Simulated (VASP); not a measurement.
# Na3LaN2 (P-4m2) in VASP: further runs

The runs below take Na3LaN2 through single point, with PBE.

Program: VASP 6.6.1. These are calculated values, not measurements. Logs are shortened: lines on timing, memory, paths and dates and some standing lists are left out, and cuts for length are marked.

## 1. The cell of the first run

The structure is tetragonal, space group P-4m2 (No. 115). The conventional cell has a = 3.619 Å, b = 3.619 Å, c = 7.864 Å, α = 90.00°, β = 90.00°, γ = 90.00°. Within 3.6 Å of Na (site symmetry 2mm) lie 5 N at 2.71 to 2.85 Å and 6 Na at 3.23 to 3.46 Å and 2 La at 3.46 Å. Within 3.4 Å of Na (site symmetry -4m2) lie 4 La at 2.56 Å and 4 N at 2.75 Å. Within 3.4 Å of La (site symmetry -4m2) lie 4 Na at 2.56 Å and 4 N at 2.75 Å. Within 3.6 Å of N (site symmetry 2mm) lie 7 Na at 2.71 to 2.85 Å and 2 La at 2.75 Å.

## 2. Single point, PBE

Contents of INCAR:

```
SYSTEM = Na3LaN2
PREC = Accurate ; ENCUT = 520
EDIFF = 1E-6 ; ISMEAR = 0
SIGMA = 0.1 ; LREAL = .False.
LASPH = .True. ; NELM = 80
ALGO = Normal ; ISIF = 2
LWAVE = .False. ; LCHARG = .True.
GGA = PE ; LELF = .True.
LVHAR = .True. ; NBANDS = 30
```

Contents of KPOINTS:

```
regular mesh
0
Gamma
  6 6 2
  0 0 0
```

Contents of POSCAR:

```
Na3LaN2
1.0
    3.6191343500      0.0000000000      0.0000000000
    0.0000000000      3.6191343500      0.0000000000
    0.0000000000      0.0000000000      7.8636684700
Na La N
3 1 2
Direct
    0.5000000000      0.0000000000      0.6250519800
    0.0000000000      0.5000000000      0.3749480200
    0.5000000000      0.5000000000      0.0000000000
    0.0000000000      0.0000000000      0.0000000000
    0.5000000000      0.0000000000      0.2626059900
    0.0000000000      0.5000000000      0.7373940100
```

Potentials or basis: VASP PAW PBE potentials, release 64 (Na_pv, La, N).

Run with:

```bash
> cat potpaw_PBE.64/Na_pv/POTCAR potpaw_PBE.64/La/POTCAR potpaw_PBE.64/N/POTCAR > POTCAR
> mpirun -np 1 vasp_std > vasp.out
```

OUTCAR:

```text
SYSTEM = Na3LaN2
   PREC = Accurate
   ENCUT = 520
   EDIFF = 1E-6
   ISMEAR = 0
   LREAL = .False.
   LASPH = .True.
   NELM = 80
   ISIF = 2
   GGA = PE

 ion  position               nearest neighbor table
   1  0.500  0.000  0.625-
   2  0.000  0.500  0.375-
   3  0.500  0.500  0.000-   4 2.56   4 2.56   4 2.56   4 2.56
   4  0.000  0.000  0.000-   3 2.56   3 2.56   3 2.56   3 2.56
   5  0.500  0.000  0.263-
   6  0.000  0.500  0.737-

  LATTYP: Found a simple tetragonal cell.
 ALAT       =     3.6191343500
 C/A-ratio  =     2.1728036899

  Lattice vectors:

 A1 = (   3.6191343500,   0.0000000000,   0.0000000000)
 A2 = (   0.0000000000,   3.6191343500,   0.0000000000)
 A3 = (   0.0000000000,   0.0000000000,   7.8636684700)

Analysis of symmetry for initial positions (statically):
=====================================================================
 Subroutine PRICEL returns:
 Original cell was already a primitive cell.

 Routine SETGRP: Setting up the symmetry group for a
 simple tetragonal supercell.

 Subroutine GETGRP returns: Found  8 space group operations
 (whereof  8 operations were pure point group operations)
 out of a pool of 16 trial point group operations.

The static configuration has the point symmetry D_2d.

Analysis of symmetry for dynamics (positions and initial velocities):
=====================================================================
 Subroutine PRICEL returns:
 Original cell was already a primitive cell.

 Routine SETGRP: Setting up the symmetry group for a
 simple tetragonal supercell.

 Subroutine GETGRP returns: Found  8 space group operations
 (whereof  8 operations were pure point group operations)
 out of a pool of 16 trial point group operations.

The dynamic configuration has the point symmetry D_2d.

 Subroutine INISYM returns: Found  8 space group operations
 (whereof  8 operations are pure point group operations),
 and found     1 'primitive' translations

----------------------------------------------------------------------------------------

                                     Primitive cell

  volume of cell :     102.9994

  direct lattice vectors                    reciprocal lattice vectors
     3.619134350  0.000000000  0.000000000     0.276309168  0.000000000  0.000000000
     0.000000000  3.619134350  0.000000000     0.000000000  0.276309168  0.000000000
     0.000000000  0.000000000  7.863668470     0.000000000  0.000000000  0.127167111

  length of vectors
     3.619134350  3.619134350  7.863668470     0.276309168  0.276309168  0.127167111

  position of ions in fractional coordinates (direct lattice)
     0.500000000  0.000000000  0.625051980
     0.000000000  0.500000000  0.374948020
     0.500000000  0.500000000  0.000000000
     0.000000000  0.000000000  0.000000000
     0.500000000  0.000000000  0.262605990
     0.000000000  0.500000000  0.737394010

  ion indices of the primitive-cell ions
   primitive index   ion index
                 1           1
                 2           2
                 3           3
                 4           4
                 5           5
                 6           6

----------------------------------------------------------------------------------------

 KPOINTS: regular mesh

Automatic generation of k-mesh.
 Grid dimensions read from file:
 generate k-points for:    6    6    2

 Generating k-lattice:

  Cartesian coordinates                     Fractional coordinates (reciprocal lattice)
     0.046051528  0.000000000  0.000000000     0.166666667  0.000000000  0.000000000
     0.000000000  0.046051528  0.000000000     0.000000000  0.166666667  0.000000000
     0.000000000  0.000000000  0.063583555     0.000000000  0.000000000  0.500000000

  Length of vectors
     0.046051528  0.046051528  0.063583555

  Shift w.r.t. Gamma in fractional coordinates (k-lattice)
     0.000000000  0.000000000  0.000000000

 Subroutine IBZKPT returns following result:
 ===========================================

 Found     20 irreducible k-points:

 Following reciprocal coordinates:
            Coordinates               Weight
  0.000000  0.000000  0.000000      1.000000
  0.166667  0.000000  0.000000      4.000000
  0.333333  0.000000  0.000000      4.000000
  0.500000  0.000000  0.000000      2.000000
  0.166667  0.166667  0.000000      4.000000
  0.333333  0.166667  0.000000      8.000000
[... 12 lines left out ...]
  0.500000  0.333333  0.500000      4.000000
  0.500000  0.500000  0.500000      1.000000
   k-points           NKPTS =     20   k-points in BZ     NKDIM =     20   number of bands    NBANDS=     30
   number of dos      NEDOS =    301   number of ions     NIONS =      6
   total plane-waves  NPLWV =  47040
   dimension x,y,z NGX =    28 NGY =   28 NGZ =   60
   dimension x,y,z NGXF=    56 NGYF=   56 NGZF=  120
   ions per type =               3   1   2
   NGX,Y,Z   is equivalent  to a cutoff of  12.86, 12.86, 12.68 a.u.
   NGXF,Y,Z  is equivalent  to a cutoff of  25.72, 25.72, 25.37 a.u.
 SYSTEM =  Na3LaN2
   PREC   = accura    normal or accurate (medium, high low for compatibility)
   ISTART =      0    job   : 0-new  1-cont  2-samecut
   ICHARG =      2    charge: 1-file 2-atom 10-const
   ISPIN  =      1    spin polarized calculation?
   LNONCOLLINEAR =      F non collinear calculations
   LSORBIT =      F    spin-orbit coupling
   LASPH  =      T    aspherical Exc in radial PAW
   ENCUT  =  520.0 eV  38.22 Ry    6.18 a.u.   6.73  6.73 14.62*2*pi/ulx,y,z
   NELM   =     80;   NELMIN=  2; NELMDL= -5     # of ELM steps
   EDIFF  = 0.1E-05   stopping-criterion for ELM
   LREAL  =      F    real-space projection
   EDIFFG = 0.1E-04   stopping-criterion for IOM
   NSW    =      0    number of steps for IOM
   IBRION =     -1    ionic relax: 0-MD 1-quasi-New 2-CG
   NFREE  =      0    steps in history (QN), initial steepest desc. (CG)
   ISIF   =      2    stress and relaxation
   ISYM   =      2    0-nonsym 1-usesym 2-fastsym
   POTIM  = 0.5000    time-step for ionic-motion
   TEBEG  =    0.0;   TEEND  =   0.0 temperature during run
   PSTRESS=    0.0 pullay stress
   NELECT =      42.0000    total number of electrons
   NUPDOWN=      -1.0000    fix difference up-down
   EMIN   =  10.00;   EMAX   =-10.00  energy-range for DOS
   EFERMI =   0.00;   METHOD = LEGACY
   ISMEAR =     0;   SIGMA  =   0.10  broadening in eV -4-tet -1-fermi 0-gaus
   EFERMI_NEDOS =   21; number of points for ismear=-14 and -15
   IALGO  =     38    algorithm
   IMIX   =      4    mixing-type and parameters
     AMIX     =   0.40;   BMIX     =  1.00
     AMIX_MAG =   1.60;   BMIX_MAG =  1.00
  volume/ion in A,a.u.               =      17.17       115.85
  Fermi-wavevector in a.u.,A,eV,Ry     =   1.213984  2.294098 20.051692  1.473758
  Thomas-Fermi vector in A             =   2.349419
   LORBIT       =      0    0 simple, 1 ext, 2 COOP (PROOUT), +10 PAW based schemes
   GGA     = PE    functional components
   LHFCALC =     F    Hartree Fock is set to
   AEXX    =    0.0000 exact exchange contribution
   IVDW    =     0    specifies the selected vdW correction
   LEPSILON=     F    determine dielectric tensor
   LRPA    =     F    only Hartree local field effects (RPA)
 non-spin polarized calculation
 Gauss-broadening in eV      SIGMA  =   0.10
  energy-cutoff  :      520.00
  volume of cell :      103.00
 maximum number of plane-waves:      2797
 NGX is ok and might be reduce to    28
   NGX = 13   NGY = 13   NGZ = 29

 number of electron      42.0000056 magnetization

 Free energy of the ion-electron system (eV)
  ---------------------------------------------------
  ext. energy  EPLUGINS =         0.00000000
  ---------------------------------------------------
  free energy    TOTEN  =       -21.30424761 eV

  energy without entropy =      -21.28591897  energy(sigma->0) =      -21.29508329

 E-fermi :   4.1800     XC(G=0):  -9.3708

 val. band max:        4.1761997407   @ k =   0.1667   0.0000   0.5000
 cond. band min:       4.1855959611   @ k =   0.0000   0.0000   0.5000
 fundamental gap:      0.0093962204
 Fermi energy:         4.1800391865

 k-point     1 :       0.0000    0.0000    0.0000
  band No.  band energies     occupation
      1     -28.5882      2.00000
      2     -22.1942      2.00000
      3     -22.1942      2.00000
      4     -21.6716      2.00000
      5     -19.2018      2.00000
      6     -19.1588      2.00000
[... 22 lines left out ...]
     29       6.6859      0.00000
     30       6.9680      0.00000

 k-point     2 :       0.1667    0.0000    0.0000
  band No.  band energies     occupation
      1     -28.5792      2.00000
      2     -22.1829      2.00000
      3     -22.1600      2.00000
      4     -21.6690      2.00000
      5     -19.1999      2.00000
      6     -19.1661      2.00000
[... 22 lines left out ...]
     29       6.9019      0.00000
     30       6.9471      0.00000

 k-point     3 :       0.3333    0.0000    0.0000
  band No.  band energies     occupation
      1     -28.5614      2.00000
      2     -22.1603      2.00000
      3     -22.0872      2.00000
      4     -21.6638      2.00000
      5     -19.1960      2.00000
      6     -19.1804      2.00000
[... 22 lines left out ...]
     29       6.8914      0.00000
     30       7.0544      0.00000

 k-point     4 :       0.5000    0.0000    0.0000
  band No.  band energies     occupation
      1     -28.5525      2.00000
      2     -22.1488      2.00000
      3     -22.0485      2.00000
      4     -21.6612      2.00000
      5     -19.1910      2.00000
      6     -19.1907      2.00000
[... 22 lines left out ...]
     29       6.9084      0.00000
     30       6.9164      0.00000

 k-point     5 :       0.1667    0.1667    0.0000
  band No.  band energies     occupation
      1     -28.5622      2.00000
      2     -22.2146      2.00000
      3     -22.1147      2.00000
      4     -21.6668      2.00000
      5     -19.1978      2.00000
      6     -19.1688      2.00000
[... 22 lines left out ...]
     29       6.9353      0.00000
     30       6.9805      0.00000
[... 394 lines left out ...]
     29       6.8254      0.00000
     30       6.9540      0.00000

 k-point    18 :       0.3333    0.3333    0.5000
  band No.  band energies     occupation
      1     -28.4592      2.00000
      2     -22.2576      2.00000
      3     -22.1538      2.00000
      4     -21.6590      2.00000
      5     -19.1865      2.00000
      6     -19.1743      2.00000
[... 22 lines left out ...]
     29       6.8323      0.00000
     30       6.9394      0.00000

 k-point    19 :       0.5000    0.3333    0.5000
  band No.  band energies     occupation
      1     -28.4241      2.00000
      2     -22.2480      2.00000
      3     -22.2200      2.00000
      4     -21.6573      2.00000
      5     -19.1790      2.00000
      6     -19.1786      2.00000
[... 22 lines left out ...]
     29       6.8464      0.00000
     30       7.0020      0.00000

 k-point    20 :       0.5000    0.5000    0.5000
  band No.  band energies     occupation
      1     -28.3794      2.00000
      2     -22.2802      2.00000
      3     -22.2802      2.00000
      4     -21.6561      2.00000
      5     -19.1736      2.00000
      6     -19.1736      2.00000
[... 22 lines left out ...]
     29       6.8628      0.00000
     30       7.1099      0.00000

------------------------ aborting loop because EDIFF is reached ----------------------------------------

  FORCE on cell =-STRESS in cart. coord.  units (eV):
  Direction    XX          YY          ZZ          XY          YZ          ZX
  --------------------------------------------------------------------------------------
  -------------------------------------------------------------------------------------
  Total       10.0812727     10.0812727    -16.5586694      0.0000000      0.0000000      0.0000000
  in kB      156.8163495    156.8163495   -257.5736372      0.0000000      0.0000000      0.0000000
  external PRESSURE =      18.6863539 kB  Pullay stress =       0.0000000 kB

 VOLUME and BASIS-vectors are now :
 -----------------------------------------------------------------------------
  energy-cutoff  :      520.00
  volume of cell :      103.00
      direct lattice vectors                 reciprocal lattice vectors
     3.619134350  0.000000000  0.000000000     0.276309168  0.000000000  0.000000000
     0.000000000  3.619134350  0.000000000     0.000000000  0.276309168  0.000000000
     0.000000000  0.000000000  7.863668470     0.000000000  0.000000000  0.127167111

 POSITION                                       TOTAL-FORCE (eV/Angst)
 -----------------------------------------------------------------------------------
      1.80957      0.00000      4.91520         0.000000      0.000000     -0.031120
      0.00000      1.80957      2.94847        -0.000000      0.000000      0.031120
      1.80957      1.80957      0.00000        -0.000000     -0.000000      0.000000
      0.00000      0.00000      0.00000        -0.000000      0.000000      0.000000
      1.80957      0.00000      2.06505        -0.000000      0.000000     -3.218966
      0.00000      1.80957      5.79862        -0.000000      0.000000      3.218966
 -----------------------------------------------------------------------------------
    total drift:                                0.000000      0.000000      0.000000

  FREE ENERGIE OF THE ION-ELECTRON SYSTEM (eV)
  ---------------------------------------------------
  free  energy   TOTEN  =       -21.3042476120 eV

  energy  without entropy=      -21.2859189730  energy(sigma->0) =      -21.29508329
```

Wall time 1.9 min (1 thread of Intel Xeon Platinum 8488C (Sapphire Rapids), shared host); peak memory 0.24 GiB.

What came out:

* Free energy: -21.3042 eV
* Pressure: 1.9 GPa
* Largest force: 3.219 eV/Å
* Band gap on the k mesh: zero (band 21 reaches 4.19 eV, above the bottom of band 22 at 4.14 eV)

Forces on the atoms (eV/Å):
```
Na   0.000  0.000 -0.031
Na   0.000  0.000  0.031
Na   0.000  0.000  0.000
La   0.000  0.000  0.000
N    0.000  0.000 -3.219
N    0.000  0.000  3.219
```

Stress tensor (GPa, compression positive):
```
 15.68   0.00   0.00
  0.00  15.68   0.00
  0.00   0.00 -25.76
```

Levels at points of the mesh, in eV from the Fermi level:
```csv
k point,band 19,band 20,band 21,band 22,band 23,band 24
"(0.00, 0.00, 0.00)",-0.61,-0.43,-0.04,-0.04,0.22,1.87
"(0.50, 0.00, 0.00)",-1.09,-0.30,-0.13,0.44,1.50,2.21
"(0.50, 0.50, 0.00)",-1.43,-1.41,-0.66,0.74,1.63,1.63
"(0.00, 0.00, 0.50)",-0.64,-0.39,0.01,0.01,0.28,1.83
"(0.50, 0.00, 0.50)",-1.46,-0.30,-0.13,0.56,1.50,2.21
"(0.50, 0.50, 0.50)",-1.36,-1.36,-0.88,0.94,1.51,1.51
```

Caveat: the k points lie up to 0.40 Å⁻¹ apart; spin-orbit coupling is left out, which moves the levels of the heavy elements; forces of over 1 eV/Å act on the atoms, so gaps and moduli don't describe the material at rest.

## 3. Single point, PBE

This run uses another cell than the first one, of 19.80 Å³/atom, 1.153 times its volume.

Contents of INCAR:

```
SYSTEM = Na3LaN2
ALGO     = Normal         ! electronic algorithm
EDIFF    = 1E-7           ! SCF threshold, eV
ENCUT    = 520            ! plane-wave cutoff, eV
GGA      = PE             ! functional
ISIF     = 2              ! what is computed and relaxed
ISMEAR   = 0              ! smearing method
LASPH    = .True.         ! aspherical terms in the spheres
LCHARG   = .True.         ! write CHGCAR
LELF     = .True.         ! ELF
LREAL    = .False.        ! projectors in reciprocal space
LVHAR    = .True.       
LWAVE    = .False.        ! write WAVECAR
NBANDS   = 30             ! bands
NELM     = 60             ! most SCF steps
PREC     = Accurate       ! precision mode
SIGMA    = 0.1            ! smearing width, eV
```

Contents of KPOINTS:

```
k-points
0
Gamma
  4 4 4
  0 0 0
```

Contents of POSCAR:

```
Na3LaN2
1.0
    4.4448301179      0.0000000000      0.0000000000
    0.0000000000      4.4448301179      0.0000000000
    0.0000000000      0.0000000000      6.0135578816
Na La N
3 1 2
Direct
    0.5000000000      0.0000000000      0.5557360928
    0.0000000000      0.5000000000      0.4442639072
    0.5000000000      0.5000000000      0.0000000000
    0.0000000000      0.0000000000      0.0000000000
    0.5000000000      0.0000000000      0.1747554884
    0.0000000000      0.5000000000      0.8252445116
```

Potentials or basis: VASP PAW PBE potentials, release 64 (Na_pv, La, N).

Run with:

```bash
> cat potpaw_PBE.64/Na_pv/POTCAR potpaw_PBE.64/La/POTCAR potpaw_PBE.64/N/POTCAR > POTCAR
> mpirun -np 1 vasp_std > vasp.out
```

Run time: 1.8 min. Hardware: 1 thread of Intel Xeon Platinum 8488C (Sapphire Rapids), shared host; peak memory 0.27 GiB.

Results (log left out):

| Quantity | Value |
| --- | --- |
| Free energy | -26.6263 eV |
| Pressure | 0.1 GPa |
| Largest force | 0.039 eV/Å |

Forces on the atoms (eV/Å):
```
Na   0.000  0.000  0.020
Na   0.000  0.000 -0.020
Na   0.000  0.000  0.000
La   0.000  0.000  0.000
N    0.000  0.000 -0.039
N    0.000  0.000  0.039
```

Stress tensor (GPa, compression positive):
```
 0.22  0.00  0.00
 0.00  0.22  0.00
 0.00  0.00 -0.03
```

Levels at points of the mesh, in eV from the Fermi level:
| k point | band 17 | band 18 | band 19 | band 20 | band 21 | band 22 | band 23 | band 24 | band 25 | band 26 |
| --- | --- | --- | --- | --- | --- | --- | --- | --- | --- | --- |
| (0.00, 0.00, 0.00) | -1.53 | -1.11 | -1.11 | -0.16 | -0.16 | -0.03 | 3.24 | 3.68 | 3.81 | 3.81 |
| (0.50, 0.00, 0.00) | -1.61 | -0.97 | -0.90 | -0.77 | -0.70 | 1.01 | 2.20 | 3.43 | 3.69 | 3.70 |
| (0.50, 0.50, 0.00) | -1.38 | -0.79 | -0.56 | -0.51 | -0.51 | 1.72 | 1.75 | 1.75 | 3.43 | 4.01 |
| (0.00, 0.00, 0.50) | -1.50 | -1.20 | -1.20 | -0.07 | -0.07 | 1.61 | 1.64 | 3.38 | 3.83 | 3.83 |
| (0.50, 0.00, 0.50) | -1.72 | -1.10 | -0.89 | -0.80 | -0.58 | 1.97 | 2.25 | 2.91 | 3.65 | 3.69 |
| (0.50, 0.50, 0.50) | -1.06 | -0.91 | -0.90 | -0.69 | -0.69 | 2.19 | 2.19 | 2.37 | 3.26 | 3.67 |

Caveat: spin-orbit coupling is left out, which moves the levels of the heavy elements.
